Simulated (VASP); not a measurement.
# Mo2WSe4S2 in VASP: single point with LDA

Aim: the single point of Mo2WSe4S2 with LDA.

Program: VASP 6.6.1. These are calculated values, not measurements. Logs are shortened: lines on timing, memory, paths and dates and some standing lists are left out, and cuts for length are marked.

**1. The cell of the first run**

The cell holds a slab with vacuum, 9 atoms: a = 3.274 Å, b = 3.274 Å, c = 30.219 Å, α = 90.00°, β = 90.00°, γ = 120.00°.

**2. Single point, LDA**

Input file INCAR:

```
  PREC = Accurate
  ENCUT = 520
  EDIFF = 1E-6
  ISMEAR = -1
  SIGMA = 0.05
  LREAL = F
  LASPH = T
  NELM = 60
  ALGO = Normal
  ISIF = 2
  LWAVE = F
  LCHARG = F
  GGA = CA
  NBANDS = 49
```

Input file KPOINTS:

```
Automatic mesh
0
Gamma
  9 9 1
```

Input file POSCAR:

```
Mo2WSe4S2
1.0
    3.2742852593      0.0000000000      0.0000000000
   -1.6371426297      2.8356142138      0.0000000000
    0.0000000000      0.0000000000     30.2192570000
W Mo Se S
1 2 4 2
Direct
    0.0000000000      0.0000000000      0.4216780000
    0.3333333333      0.6666666667      0.6529990000
    0.0000000000      0.0000000000      0.8843650000
    0.0000000000      0.0000000000      0.7089750000
    0.3333333333      0.6666666667      0.8283820000
    0.3333333333      0.6666666667      0.9403440000
    0.0000000000      0.0000000000      0.5970520000
    0.3333333333      0.6666666667      0.3705770000
    0.3333333333      0.6666666667      0.4727870000
```

Potentials or basis: VASP PAW LDA potentials, release 64 (W_sv, Mo_sv, Se, S).

The run is started by

```sh
$ cat potpaw_LDA.64/W_sv/POTCAR potpaw_LDA.64/Mo_sv/POTCAR potpaw_LDA.64/Se/POTCAR potpaw_LDA.64/S/POTCAR > POTCAR
$ mpirun -np 1 vasp_std > vasp.out
```

OUTCAR:

```text
PREC = Accurate
   ENCUT = 520
   EDIFF = 1E-6
   ISMEAR = -1
   LREAL = F
   LASPH = T
   NELM = 60
   ISIF = 2
   GGA = CA

 ion  position               nearest neighbor table
   1  0.000  0.000  0.422-   8 2.44   8 2.44   8 2.44   9 2.44   9 2.44   9 2.44
   2  0.333  0.667  0.653-   7 2.54   7 2.54   7 2.54   4 2.54   4 2.54   4 2.54
   3  0.000  0.000  0.884-   6 2.54   6 2.54   6 2.54   5 2.54   5 2.54   5 2.54
   4  0.000  0.000  0.709-   2 2.54   2 2.54   2 2.54
   5  0.333  0.667  0.828-   3 2.54   3 2.54   3 2.54
   6  0.333  0.667  0.940-   3 2.54   3 2.54   3 2.54
   7  0.000  0.000  0.597-   2 2.54   2 2.54   2 2.54
   8  0.333  0.667  0.371-   1 2.44   1 2.44   1 2.44
   9  0.333  0.667  0.473-   1 2.44   1 2.44   1 2.44

  LATTYP: Found a hexagonal cell.
 ALAT       =     3.2742852593
 C/A-ratio  =     9.2292682546

  Lattice vectors:

 A1 = (   3.2742852593,   0.0000000000,   0.0000000000)
 A2 = (  -1.6371426297,   2.8356142138,   0.0000000000)
 A3 = (   0.0000000000,   0.0000000000,  30.2192570000)

Analysis of symmetry for initial positions (statically):
=====================================================================
 Subroutine PRICEL returns:
 Original cell was already a primitive cell.

 Routine SETGRP: Setting up the symmetry group for a
 hexagonal supercell.

 Subroutine GETGRP returns: Found  6 space group operations
 (whereof  6 operations were pure point group operations)
 out of a pool of 24 trial point group operations.

The static configuration has the point symmetry C_3v.

Analysis of symmetry for dynamics (positions and initial velocities):
=====================================================================
 Subroutine PRICEL returns:
 Original cell was already a primitive cell.

 Routine SETGRP: Setting up the symmetry group for a
 hexagonal supercell.

 Subroutine GETGRP returns: Found  6 space group operations
 (whereof  6 operations were pure point group operations)
 out of a pool of 24 trial point group operations.

The dynamic configuration has the point symmetry C_3v.

 Subroutine INISYM returns: Found  6 space group operations
 (whereof  6 operations are pure point group operations),
 and found     1 'primitive' translations

----------------------------------------------------------------------------------------

                                     Primitive cell

  volume of cell :     280.5740

  direct lattice vectors                    reciprocal lattice vectors
     3.274285259  0.000000000  0.000000000     0.305410165  0.176328641  0.000000000
    -1.637142630  2.835614214  0.000000000     0.000000000  0.352657281  0.000000000
     0.000000000  0.000000000 30.219257000     0.000000000  0.000000000  0.033091482

  length of vectors
     3.274285259  3.274285259 30.219257000     0.352657281  0.352657281  0.033091482

  position of ions in fractional coordinates (direct lattice)
     0.000000000  0.000000000  0.421678000
     0.333333333  0.666666667  0.652999000
     0.000000000  0.000000000  0.884365000
     0.000000000  0.000000000  0.708975000
     0.333333333  0.666666667  0.828382000
     0.333333333  0.666666667  0.940344000
     0.000000000  0.000000000  0.597052000
     0.333333333  0.666666667  0.370577000
     0.333333333  0.666666667  0.472787000

  ion indices of the primitive-cell ions
   primitive index   ion index
                 1           1
                 2           2
                 3           3
                 4           4
                 5           5
                 6           6
                 7           7
                 8           8
                 9           9

----------------------------------------------------------------------------------------

 KPOINTS: Automatic mesh

Automatic generation of k-mesh.
 Grid dimensions read from file:
 generate k-points for:    9    9    1

 Generating k-lattice:

  Cartesian coordinates                     Fractional coordinates (reciprocal lattice)
     0.033934463  0.019592071  0.000000000     0.111111111  0.000000000  0.000000000
     0.000000000  0.039184142  0.000000000     0.000000000  0.111111111  0.000000000
     0.000000000  0.000000000  0.033091482     0.000000000  0.000000000  1.000000000

  Length of vectors
     0.039184142  0.039184142  0.033091482

  Shift w.r.t. Gamma in fractional coordinates (k-lattice)
     0.000000000  0.000000000  0.000000000

 Subroutine IBZKPT returns following result:
 ===========================================

 Found     12 irreducible k-points:

 Following reciprocal coordinates:
            Coordinates               Weight
  0.000000  0.000000  0.000000      1.000000
  0.111111 -0.000000  0.000000      6.000000
  0.222222  0.000000  0.000000      6.000000
  0.333333  0.000000  0.000000      6.000000
  0.444444  0.000000  0.000000      6.000000
  0.111111  0.111111  0.000000      6.000000
  0.222222  0.111111  0.000000     12.000000
  0.333333  0.111111  0.000000     12.000000
  0.444444  0.111111  0.000000      6.000000
  0.222222  0.222222  0.000000      6.000000
  0.333333  0.222222  0.000000     12.000000
  0.333333  0.333333  0.000000      2.000000
   k-points           NKPTS =     12   k-points in BZ     NKDIM =     12   number of bands    NBANDS=     49
   number of dos      NEDOS =    301   number of ions     NIONS =      9
   total plane-waves  NPLWV = 138240
   dimension x,y,z NGX =    24 NGY =   24 NGZ =  240
   dimension x,y,z NGXF=    48 NGYF=   48 NGZF=  480
   ions per type =               1   2   4   2
   NGX,Y,Z   is equivalent  to a cutoff of  12.19, 12.19, 13.20 a.u.
   NGXF,Y,Z  is equivalent  to a cutoff of  24.37, 24.37, 26.41 a.u.
 SYSTEM =  unknown system
   PREC   = accura    normal or accurate (medium, high low for compatibility)
   ISTART =      0    job   : 0-new  1-cont  2-samecut
   ICHARG =      2    charge: 1-file 2-atom 10-const
   ISPIN  =      1    spin polarized calculation?
   LNONCOLLINEAR =      F non collinear calculations
   LSORBIT =      F    spin-orbit coupling
   LASPH  =      T    aspherical Exc in radial PAW
   ENCUT  =  520.0 eV  38.22 Ry    6.18 a.u.   6.09  6.09 56.19*2*pi/ulx,y,z
   NELM   =     60;   NELMIN=  2; NELMDL= -5     # of ELM steps
   EDIFF  = 0.1E-05   stopping-criterion for ELM
   LREAL  =      F    real-space projection
   EDIFFG = 0.1E-04   stopping-criterion for IOM
   NSW    =      0    number of steps for IOM
   IBRION =     -1    ionic relax: 0-MD 1-quasi-New 2-CG
   NFREE  =      0    steps in history (QN), initial steepest desc. (CG)
   ISIF   =      2    stress and relaxation
   ISYM   =      2    0-nonsym 1-usesym 2-fastsym
   POTIM  = 0.5000    time-step for ionic-motion
   TEBEG  =    0.0;   TEEND  =   0.0 temperature during run
   PSTRESS=    0.0 pullay stress
   NELECT =      78.0000    total number of electrons
   NUPDOWN=      -1.0000    fix difference up-down
   EMIN   =  10.00;   EMAX   =-10.00  energy-range for DOS
   EFERMI =   0.00;   METHOD = LEGACY
   ISMEAR =    -1;   SIGMA  =   0.05  broadening in eV -4-tet -1-fermi 0-gaus
   EFERMI_NEDOS =   21; number of points for ismear=-14 and -15
   IALGO  =     38    algorithm
   IMIX   =      4    mixing-type and parameters
     AMIX     =   0.40;   BMIX     =  1.00
     AMIX_MAG =   1.60;   BMIX_MAG =  1.00
  volume/ion in A,a.u.               =      31.17       210.38
  Fermi-wavevector in a.u.,A,eV,Ry     =   1.068457  2.019092 15.532428  1.141601
  Thomas-Fermi vector in A             =   2.204106
   LORBIT       =      0    0 simple, 1 ext, 2 COOP (PROOUT), +10 PAW based schemes
   GGA     = CA    functional components
   LHFCALC =     F    Hartree Fock is set to
   AEXX    =    0.0000 exact exchange contribution
   IVDW    =     0    specifies the selected vdW correction
   LEPSILON=     F    determine dielectric tensor
   LRPA    =     F    only Hartree local field effects (RPA)
 non-spin polarized calculation
  energy-cutoff  :      520.00
  volume of cell :      280.57
 maximum number of plane-waves:      7620
   NGX = 13   NGY = 13   NGZ =113

 number of electron      77.9999994 magnetization

 Free energy of the ion-electron system (eV)
  ---------------------------------------------------
  ext. energy  EPLUGINS =         0.00000000
  ---------------------------------------------------
  free energy    TOTEN  =       -71.03767002 eV

  energy without entropy =      -71.03766371  energy(sigma->0) =      -71.03766687

 E-fermi :   2.3670     XC(G=0):  -7.4272

 val. band max:        1.8922335608   @ k =   0.3333   0.3333   0.0000
 cond. band min:       2.8184307770   @ k =   0.3333   0.3333   0.0000
 fundamental gap:      0.9261972162
 Fermi energy:         2.3669668843

 k-point     1 :       0.0000    0.0000    0.0000
  band No.  band energies     occupation
      1     -72.2835      2.00000
      2     -58.5920      2.00000
      3     -58.5894      2.00000
      4     -36.7211      2.00000
      5     -36.6457      2.00000
      6     -36.6457      2.00000
[... 41 lines left out ...]
     48       4.9866      0.00000
     49       4.9968      0.00000

 k-point     2 :       0.1111   -0.0000    0.0000
  band No.  band energies     occupation
      1     -72.2822      2.00000
      2     -58.5889      2.00000
      3     -58.5863      2.00000
      4     -36.7158      2.00000
      5     -36.6755      2.00000
      6     -36.6527      2.00000
[... 41 lines left out ...]
     48       4.7283      0.00000
     49       4.7766      0.00000

 k-point     3 :       0.2222    0.0000    0.0000
  band No.  band energies     occupation
      1     -72.2788      2.00000
      2     -58.5811      2.00000
      3     -58.5785      2.00000
      4     -36.7503      2.00000
      5     -36.7025      2.00000
      6     -36.6704      2.00000
[... 457 lines left out ...]
     48       4.9542      0.00000
     49       5.8630      0.00000

 k-point    12 :       0.3333    0.3333    0.0000
  band No.  band energies     occupation
      1     -72.2707      2.00000
      2     -58.5622      2.00000
      3     -58.5596      2.00000
      4     -36.8338      2.00000
      5     -36.8069      2.00000
      6     -36.6704      2.00000
[... 41 lines left out ...]
     48       5.1806      0.00000
     49       6.2378      0.00000

------------------------ aborting loop because EDIFF is reached ----------------------------------------

  FORCE on cell =-STRESS in cart. coord.  units (eV):
  Direction    XX          YY          ZZ          XY          YZ          ZX
  --------------------------------------------------------------------------------------
  -------------------------------------------------------------------------------------
  Total       -7.9480482     -7.9480482     -7.3314374      0.0000000     -0.0000000     -0.0000000
  in kB      -45.3861806    -45.3861806    -41.8651137      0.0000000     -0.0000000     -0.0000000
  external PRESSURE =     -44.2124916 kB  Pullay stress =       0.0000000 kB

 VOLUME and BASIS-vectors are now :
 -----------------------------------------------------------------------------
  energy-cutoff  :      520.00
  volume of cell :      280.57
      direct lattice vectors                 reciprocal lattice vectors
     3.274285259  0.000000000  0.000000000     0.305410165  0.176328641  0.000000000
    -1.637142630  2.835614214  0.000000000     0.000000000  0.352657281  0.000000000
     0.000000000  0.000000000 30.219257000     0.000000000  0.000000000  0.033091482

 POSITION                                       TOTAL-FORCE (eV/Angst)
 -----------------------------------------------------------------------------------
      0.00000      0.00000     12.74280        -0.000000     -0.000000      0.000802
     -0.00000      1.89041     19.73314         0.000000      0.000000      0.001520
      0.00000      0.00000     26.72485        -0.000000     -0.000000      0.009630
      0.00000      0.00000     21.42470         0.000000     -0.000000     -0.584159
     -0.00000      1.89041     25.03309        -0.000000     -0.000000      0.588372
     -0.00000      1.89041     28.41650        -0.000000     -0.000000     -0.694687
      0.00000      0.00000     18.04247        -0.000000      0.000000      0.597397
     -0.00000      1.89041     11.19856        -0.000000     -0.000000      0.645541
     -0.00000      1.89041     14.28727        -0.000000     -0.000000     -0.564416
 -----------------------------------------------------------------------------------
    total drift:                                0.000000     -0.000000     -0.000659

  FREE ENERGIE OF THE ION-ELECTRON SYSTEM (eV)
  ---------------------------------------------------
  free  energy   TOTEN  =       -71.0376700167 eV

  energy  without entropy=      -71.0376637146  energy(sigma->0) =      -71.03766687
```

Wall time 8.3 min (1 thread of Intel Xeon 8259CL, shared host); peak memory 0.4 GiB.

What came out:

```yaml
Free_energy: -71.0377 eV
Largest_force: 0.695 eV/Å
Band_gap_on_the_k_mesh: 0.93 eV
```

Forces on the atoms (eV/Å):
```
W    0.000  0.000  0.001
Mo   0.000  0.000  0.002
Mo   0.000  0.000  0.010
Se   0.000  0.000 -0.584
Se   0.000  0.000  0.588
Se   0.000  0.000 -0.695
Se   0.000  0.000  0.597
S    0.000  0.000  0.646
S    0.000  0.000 -0.564
```

Caveat: spin-orbit coupling is left out, which moves the levels of the heavy elements.
